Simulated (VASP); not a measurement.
Wanted: the native input for a VASP 6.6.1 run.

| Quantity | Value |
| --- | --- |
| Task | electric field gradients |
| Functional | PBE |
| Potentials or basis | VASP PAW PBE potentials, release 64 (Co, Bi_d) |
| Cutoff | 520 eV |
| k mesh | 13 × 13 × 13 |
| Occupations | fermi-dirac, width 0.05 eV |
| Spin | collinear spin, ferromagnetic start |
| Starting moments | [2.0, 0.0] μB |
| Dipole correction | no |
| Further INCAR settings | ALGO = Normal; EDIFF = 1e-08; NBANDS = 23 |

The structure of CoBi (rocksalt type) lies in POSCAR:

```
CoBi
1.0
    0.0000000000      2.7139376789      2.6733305565
    2.7139376789      0.0000000000      2.6733305565
    2.7139376789      2.7139376789      0.0000000000
Co Bi
1 1
Direct
    0.0000000000      0.0000000000      0.0000000000
    0.5000000000      0.5000000000      0.5000000000
```

This cell differs from its parent crystal: z stretched by -1 % at fixed volume.

These files were run (other wordings do the same):

INCAR

```
SYSTEM = CoBi
PREC = Accurate
ENCUT = 520
EDIFF = 1E-8
ISMEAR = -1
SIGMA = 0.05
LREAL = .FALSE.
LASPH = .TRUE.
NELM = 150
ALGO = Normal
ISIF = 2
LWAVE = .FALSE.
LCHARG = .FALSE.
ISPIN = 2
MAGMOM = 2 0
LORBIT = 11
LMAXMIX = 4
GGA = PE
LEFG = .TRUE.
NBANDS = 23
```

KPOINTS

```
Automatic mesh
0
G
  13 13 13
  0 0 0
```

Potentials or basis: VASP PAW PBE potentials, release 64 (Co, Bi_d).

Command:

```sh
$ cat potpaw_PBE.64/Co/POTCAR potpaw_PBE.64/Bi_d/POTCAR > POTCAR
$ mpirun -np 1 vasp_std > vasp.out
```

It gave:

```yaml
Pressure: 0.0 GPa
Net_moment: 0.54 μB per cell
Site_moments: Co +0.58; Bi -0.03 μB
Largest_electric_field_gradient_by_atom: Co -3.1; Bi -55.0 V/Å²
Valence_electrons_inside_the_program's_atomic_spheres: Co 8.17; Bi 12.89
```

Caveat: without QUAD_EFG the Cq values of the log hold for a quadrupole moment of 1 mb, not for the nuclei.

Wall time 5.8 min on 1 thread of Intel(R) Xeon(R) Platinum 8259CL CPU @ 2.50GHz (Skylake/Cascade Lake), with other jobs on the host, peak memory 0.38 GiB.
